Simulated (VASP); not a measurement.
Wanted: the native input for a VASP 6.6.1 run.

```yaml
Task: single point
Functional: LDA
Potentials_or_basis: VASP PAW LDA potentials, release 64 (Re)
Cutoff: 520 eV
k_mesh: 18 × 18 × 10
Occupations: gaussian, width 0.1 eV
Spin: no spin polarisation
Dipole_correction: no
Further_INCAR_settings: ALGO = Fast; EDIFF = 1e-06; NBANDS = 14
```

The structure of Re lies in POSCAR:

```
Re
1.0
    2.8178355722      0.0000000000      0.0000000000
   -1.4089177861      2.4403171892      0.0000000000
    0.0000000000      0.0000000000      4.5432781920
Re
2
Direct
    0.3333333333      0.6666666667      0.2500000000
    0.6666666667      0.3333333333      0.7500000000
```

The input as run:

INCAR

```
PREC = Accurate
ENCUT = 520
EDIFF = 1E-6
ISMEAR = 0
SIGMA = 0.1
LREAL = F
LASPH = T
NELM = 100
ALGO = Fast
ISIF = 2
LWAVE = F
LCHARG = F
GGA = CA
NBANDS = 14
```

KPOINTS

```
Automatic mesh
0
Gamma
  18 18 10
```

Potentials or basis: VASP PAW LDA potentials, release 64 (Re).

Run with:

```sh
$ cat potpaw_LDA.64/Re/POTCAR > POTCAR
$ mpirun -np 1 vasp_std > vasp.out
```

It gave:

```
Pressure               : -28.2 GPa
Band gap on the k mesh : zero (bands 7 and 8 overlap by 2.98 eV)
```

Caveat: the cell stands under tension; spin-orbit coupling is left out, which moves the levels of the heavy elements.

It took 2.4 min on 1 thread of Intel Xeon 8259CL (shared host), peak memory 0.21 GiB.
